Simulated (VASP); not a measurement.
# Bi (Im-3m) in VASP: further runs

Runs on Bi. Level: PBE. Tasks: single point, relaxation of cell and atoms.

All numbers are computed with VASP 6.6.1; they aren't measurements. Logs are shortened: lines on timing, memory, paths and dates and some standing lists are left out, and cuts for length are marked.

### 1 The cell of the first run

Symmetry: Im-3m, No. 229, cubic system. Conventional cell: a = 3.996 Å, b = 3.996 Å, c = 3.996 Å, α = 90.00°, β = 90.00°, γ = 90.00°. Within 4.5 Å of Bi (site symmetry m-3m) lie 14 Bi at 3.46 to 4.00 Å.

### 2 Single point, PBE

Input file INCAR:

```
PREC = Accurate ; ENCUT = 520
EDIFF = 1E-6 ; ISMEAR = -1
SIGMA = 0.05 ; LREAL = F
LASPH = T ; NELM = 80
ALGO = Normal ; ISIF = 2
LWAVE = F ; LCHARG = F
GGA = PE ; NBANDS = 14
```

Input file KPOINTS:

```
regular mesh
0
Gamma
  14 14 14
```

Input file POSCAR:

```
Bi
1.0
   -1.9978264918      1.9978264918      1.9978264918
    1.9978264918     -1.9978264918      1.9978264918
    1.9978264918      1.9978264918     -1.9978264918
Bi
1
Direct
    0.0000000000      0.0000000000      0.0000000000
```

Potentials or basis: VASP PAW PBE potentials, release 64 (Bi_d).

Started as:

```
$ cat potpaw_PBE.64/Bi_d/POTCAR > POTCAR
$ mpirun -np 1 vasp_std > vasp.out
```

OUTCAR:

```text
PREC = Accurate
   ENCUT = 520
   EDIFF = 1E-6
   ISMEAR = -1
   LREAL = F
   LASPH = T
   NELM = 80
   ISIF = 2
   GGA = PE

 ion  position               nearest neighbor table
   1  0.000  0.000  0.000-

  LATTYP: Found a body centered cubic cell.
 ALAT       =     3.9956529836

  Lattice vectors:

 A1 = (  -1.9978264918,   1.9978264918,   1.9978264918)
 A2 = (   1.9978264918,  -1.9978264918,   1.9978264918)
 A3 = (   1.9978264918,   1.9978264918,  -1.9978264918)

Analysis of symmetry for initial positions (statically):
=====================================================================
 Subroutine PRICEL returns:
 Original cell was already a primitive cell.

 Routine SETGRP: Setting up the symmetry group for a
 body centered cubic supercell.

 Subroutine GETGRP returns: Found 48 space group operations
[... 9 lines left out ...]

 Routine SETGRP: Setting up the symmetry group for a
 body centered cubic supercell.

 Subroutine GETGRP returns: Found 48 space group operations
[... 11 lines left out ...]
                                     Primitive cell

  volume of cell :      31.8958

  direct lattice vectors                    reciprocal lattice vectors
    -1.997826492  1.997826492  1.997826492     0.000000000  0.250271984  0.250271984
     1.997826492 -1.997826492  1.997826492     0.250271984  0.000000000  0.250271984
     1.997826492  1.997826492 -1.997826492     0.250271984  0.250271984  0.000000000

  length of vectors
     3.460336989  3.460336989  3.460336989     0.353938034  0.353938034  0.353938034

  position of ions in fractional coordinates (direct lattice)
     0.000000000  0.000000000  0.000000000

  ion indices of the primitive-cell ions
   primitive index   ion index
                 1           1

----------------------------------------------------------------------------------------

 KPOINTS: regular mesh

Automatic generation of k-mesh.
 Grid dimensions read from file:
 generate k-points for:   14   14   14

 Generating k-lattice:

  Cartesian coordinates                     Fractional coordinates (reciprocal lattice)
     0.000000000  0.017876570  0.017876570     0.071428571  0.000000000  0.000000000
     0.017876570  0.000000000  0.017876570     0.000000000  0.071428571  0.000000000
     0.017876570  0.017876570  0.000000000     0.000000000  0.000000000  0.071428571

  Length of vectors
     0.025281288  0.025281288  0.025281288

  Shift w.r.t. Gamma in fractional coordinates (k-lattice)
     0.000000000  0.000000000  0.000000000

 Subroutine IBZKPT returns following result:
 ===========================================
[... 56 lines left out ...]
   POTIM  = 0.5000    time-step for ionic-motion
   TEBEG  =    0.0;   TEEND  =   0.0 temperature during run
   PSTRESS=    0.0 pullay stress
   NELECT =      15.0000    total number of electrons
   NUPDOWN=      -1.0000    fix difference up-down
   EMIN   =  10.00;   EMAX   =-10.00  energy-range for DOS
   EFERMI =   0.00;   METHOD = LEGACY
   ISMEAR =    -1;   SIGMA  =   0.05  broadening in eV -4-tet -1-fermi 0-gaus
   EFERMI_NEDOS =   21; number of points for ismear=-14 and -15
   IALGO  =     38    algorithm
   IMIX   =      4    mixing-type and parameters
     AMIX     =   0.40;   BMIX     =  1.00
     AMIX_MAG =   1.60;   BMIX_MAG =  1.00
  volume/ion in A,a.u.               =      31.90       215.24
  Fermi-wavevector in a.u.,A,eV,Ry     =   1.273095  2.405801 22.051927  1.620771
  Thomas-Fermi vector in A             =   2.405937
   LORBIT       =      0    0 simple, 1 ext, 2 COOP (PROOUT), +10 PAW based schemes
   GGA     = PE    functional components
   LHFCALC =     F    Hartree Fock is set to
   AEXX    =    0.0000 exact exchange contribution
   IVDW    =     0    specifies the selected vdW correction
   LEPSILON=     F    determine dielectric tensor
   LRPA    =     F    only Hartree local field effects (RPA)
 non-spin polarized calculation
  energy-cutoff  :      520.00
  volume of cell :       31.90
 maximum number of plane-waves:       889
 NGX is ok and might be reduce to    28
   NGX = 13   NGY = 13   NGZ = 13

 number of electron      15.0000001 magnetization

 Free energy of the ion-electron system (eV)
  ---------------------------------------------------
  ext. energy  EPLUGINS =         0.00000000
  ---------------------------------------------------
  free energy    TOTEN  =        -3.75284930 eV

  energy without entropy =       -3.74469963  energy(sigma->0) =       -3.74877447

 E-fermi :   7.5538     XC(G=0): -10.1767

 val. band max:        7.5468483583   @ k =   0.2143   0.2143   0.1429
 cond. band min:       7.5975778252   @ k =  -0.4286   0.4286   0.2143
 fundamental gap:      0.0507294670
 Fermi energy:         7.5538391230

 k-point     1 :       0.0000    0.0000    0.0000
  band No.  band energies     occupation
      1     -15.4128      2.00000
      2     -15.4128      2.00000
      3     -15.4128      2.00000
      4     -15.2943      2.00000
      5     -15.2943      2.00000
      6      -5.7416      2.00000
      7      12.5550      0.00000
      8      12.5550      0.00000
      9      12.5550      0.00000
     10      16.4273      0.00000
     11      18.0813      0.00000
     12      18.0813      0.00000
     13      18.0813      0.00000
     14      19.1383      0.00000
[... 377 lines left out ...]
      1     -15.4186      2.00000
      2     -15.3418      2.00000
      3     -15.3246      2.00000
      4     -15.2887      2.00000
      5     -15.2664      2.00000
      6      -2.3946      2.00000
      7       3.9770      2.00000
      8       5.0118      2.00000
      9       9.9247      0.00000
     10      15.9751      0.00000
     11      17.9707      0.00000
     12      18.6351      0.00000
     13      21.8545      0.00000
     14      23.9318      0.00000

 [... further k-points ...]

------------------------ aborting loop because EDIFF is reached ----------------------------------------

  FORCE on cell =-STRESS in cart. coord.  units (eV):
  Direction    XX          YY          ZZ          XY          YZ          ZX
  --------------------------------------------------------------------------------------
  -------------------------------------------------------------------------------------
  Total       -0.1233758     -0.1233758     -0.1233758      0.0000000     -0.0000000     -0.0000000
  in kB       -6.1973689     -6.1973689     -6.1973689      0.0000000     -0.0000000     -0.0000000
  external PRESSURE =      -6.1973689 kB  Pullay stress =       0.0000000 kB

 VOLUME and BASIS-vectors are now :
 -----------------------------------------------------------------------------
  energy-cutoff  :      520.00
  volume of cell :       31.90
      direct lattice vectors                 reciprocal lattice vectors
    -1.997826492  1.997826492  1.997826492     0.000000000  0.250271984  0.250271984
     1.997826492 -1.997826492  1.997826492     0.250271984  0.000000000  0.250271984
     1.997826492  1.997826492 -1.997826492     0.250271984  0.250271984  0.000000000

 POSITION                                       TOTAL-FORCE (eV/Angst)
 -----------------------------------------------------------------------------------
      0.00000      0.00000      0.00000         0.000000      0.000000      0.000000
 -----------------------------------------------------------------------------------
    total drift:                               -0.000000     -0.000000     -0.000000

  FREE ENERGIE OF THE ION-ELECTRON SYSTEM (eV)
  ---------------------------------------------------
  free  energy   TOTEN  =        -3.7528493007 eV

  energy  without entropy=       -3.7446996299  energy(sigma->0) =       -3.74877447
```

OSZICAR:

```text
N       E                     dE             d eps       ncg     rms          rms(c)
DAV:   1     0.117076131273E+03    0.11708E+03   -0.77001E+03  2966   0.123E+03
DAV:   2     0.332961162545E+01   -0.11375E+03   -0.11007E+03  3176   0.350E+02
DAV:   3    -0.358526814757E+01   -0.69149E+01   -0.68873E+01  3650   0.814E+01
DAV:   4    -0.374913653150E+01   -0.16387E+00   -0.16382E+00  3664   0.134E+01
DAV:   5    -0.375610648954E+01   -0.69700E-02   -0.69698E-02  4134   0.254E+00    0.458E-01
DAV:   6    -0.375289624762E+01    0.32102E-02   -0.85101E-03  4066   0.121E+00    0.279E-01
DAV:   7    -0.375276246717E+01    0.13378E-03   -0.52485E-03  3824   0.966E-01    0.839E-02
DAV:   8    -0.375284859989E+01   -0.86133E-04   -0.53848E-04  3818   0.334E-01    0.104E-02
DAV:   9    -0.375284921935E+01   -0.61947E-06   -0.12396E-05  4134   0.460E-02    0.462E-03
DAV:  10    -0.375284930075E+01   -0.81395E-07   -0.13908E-06  3492   0.111E-02
   1 F= -.37528493E+01 E0= -.37487745E+01  d E =-.814967E-02
```

stdout:

```text
POSCAR found type information on POSCAR Bi
 POSCAR found :  1 types and       1 ions
 scaLAPACK will be used
 LDA part: xc-table for (Slater+PW92), standard interpolation
 POSCAR, INCAR and KPOINTS ok, starting setup
 FFT: planning ... GRIDC
 FFT: planning ... GRID_SOFT
 FFT: planning ... GRID
 WAVECAR not read
 entering main loop
```

It took 22 s on 1 thread of Intel Xeon 6975P-C, shared host; peak memory 0.18 GiB.

What came out:

```yaml
Free_energy: -3.7528 eV
Pressure: -0.6 GPa
```

Levels at points of the mesh, in eV from the Fermi level:
| k point | band 3 | band 4 | band 5 | band 6 | band 7 | band 8 | band 9 | band 10 | band 11 | band 12 |
| --- | --- | --- | --- | --- | --- | --- | --- | --- | --- | --- |
| (0.00, 0.00, 0.00) | -22.97 | -22.85 | -22.85 | -13.30 | 5.00 | 5.00 | 5.00 | 8.87 | 10.53 | 10.53 |
| (0.50, 0.00, 0.00) | -22.86 | -22.85 | -22.77 | -10.39 | -4.87 | 1.59 | 3.44 | 5.94 | 7.56 | 12.31 |
| (0.50, 0.50, 0.50) | -22.79 | -22.79 | -22.79 | -8.39 | -1.69 | -1.69 | -1.69 | 3.61 | 3.61 | 15.34 |

Caveat: spin-orbit coupling is left out, which moves the levels of the heavy elements.

### 3 Relaxation of cell and atoms, PBE, target pressure -0.57 GPa, at which the enthalpy is minimised

Input file INCAR:

```
SYSTEM = Bi
PREC     = Accurate       ! precision mode
ENCUT    = 600            ! plane-wave cutoff, eV
EDIFF    = 1E-6           ! SCF threshold, eV
ISMEAR   = -1             ! smearing method
SIGMA    = 0.05           ! smearing width, eV
LREAL    = .FALSE.        ! projectors in reciprocal space
LASPH    = .TRUE.         ! aspherical terms in the spheres
NELM     = 80             ! most SCF steps
ALGO     = Normal         ! electronic algorithm
ISIF     = 3              ! what is computed and relaxed
LWAVE    = .FALSE.        ! write WAVECAR
LCHARG   = .FALSE.        ! write CHGCAR
GGA      = PE             ! functional
IBRION   = 2              ! ionic algorithm
NSW      = 32             ! ionic steps
EDIFFG   = -0.005         ! ionic threshold
PSTRESS  = -5.699999999999999
```

Input file KPOINTS:

```
Automatic mesh
0
G
  14 14 14
  0 0 0
```

POSCAR is that of step 2.

Potentials or basis: VASP PAW PBE potentials, release 64 (Bi_d).

Started as:

```
$ cat potpaw_PBE.64/Bi_d/POTCAR > POTCAR
$ mpirun -np 1 vasp_std > vasp.out
```

Wall time 16 s (1 thread of Intel Xeon 6975P-C, shared host); peak memory 0.19 GiB.

It converged, with:

```
Free energy             : -3.7529 eV
Pressure after relaxing : -0.6 GPa
```

Final structure:
```cif
data_structure
_symmetry_space_group_name_H-M 'P 1'
_symmetry_Int_Tables_number 1
_cell_length_a 3.4603
_cell_length_b 3.4603
_cell_length_c 3.4603
_cell_angle_alpha 109.471
_cell_angle_beta 109.471
_cell_angle_gamma 109.471
_cell_volume 31.90
loop_
_atom_site_label
_atom_site_type_symbol
_atom_site_fract_x
_atom_site_fract_y
_atom_site_fract_z
_atom_site_occupancy
Bi1 Bi 0.00000 0.00000 0.00000 1
```

Levels at points of the mesh, in eV from the Fermi level:
| k point | band 5 | band 6 | band 7 | band 8 | band 9 | band 10 |
| --- | --- | --- | --- | --- | --- | --- |
| (0.00, 0.00, 0.00) | -22.85 | -13.30 | 5.00 | 5.00 | 5.00 | 8.87 |
| (0.50, 0.00, 0.00) | -22.77 | -10.39 | -4.87 | 1.59 | 3.44 | 5.94 |
| (0.50, 0.50, 0.50) | -22.79 | -8.39 | -1.69 | -1.69 | -1.69 | 3.61 |

Caveat: the relaxation stopped at its first step, so nothing moved; the cell is relaxed towards a set pressure, so the enthalpy falls and the energy may rise; spin-orbit coupling is left out, which moves the levels of the heavy elements.

(Continued in part 2 of 2.)
